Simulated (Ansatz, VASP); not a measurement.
YAl3N4 in VASP and in Ansatz

```xyz
16
Lattice="5.0190 -2.8833 0.0006 -3.4098 -0.1095 -4.7720 3.5238 6.0747 0.0479" Properties=species:S:1:pos:R:3 pbc="T T T"
Y     1.5379   -0.9897   -0.0453
Y     3.4715   -1.9099   -2.3340
Al    5.1432   -0.8691    0.0896
Al    3.3197    2.1020   -0.3705
Al    6.8802    2.0758    0.3063
Al    1.6530    1.0992   -2.6377
Al    5.2135    1.0731   -1.9609
Al    3.3900    4.0442   -2.4210
N     1.4343   -0.7928   -2.5298
N     0.2857    2.1369   -1.9359
N     3.4688    1.8908   -2.4172
N     1.6701    4.8555   -2.5342
N     3.5751   -2.1067    0.1505
N     1.8441    1.2029    0.2022
N     5.0644    1.2842    0.0858
N     3.2285    3.9215   -0.3960
```

Alike in both runs: functional PBE; k mesh 6 × 6 × 4; occupations gaussian, width 0.02 eV; no spin polarisation.

Ansatz relaxed the structure, and its values are those at the end. VASP's run is a single point on that final structure, the one shown.

|  | VASP | Ansatz |
| --- | --- | --- |
| version | VASP 6.6.1 | Ansatz 0.2.0 |
| potentials or method | VASP PAW PBE potentials, release 64 (Y_sv, Al, N), cutoff 520 eV | scalar-relativistic, plane waves, PAW |
| valence electrons in the cell | 80 | 80 |

Ansatz gave:

* gap on the k mesh at the Fermi level (eV): 2.35
* least direct gap on the mesh (eV): 2.35
* pressure (GPa): 0.0
* rms of the force components (eV/Å): 0.000

Question: What did VASP give for the same quantities?

Answer: gap on the k mesh at the Fermi level (eV): 2.35; least direct gap on the mesh (eV): 2.35; pressure (GPa): -0.2; rms of the force components (eV/Å): 0.004.

With one functional, cell and mesh, what is left measures potentials, basis and numerics.
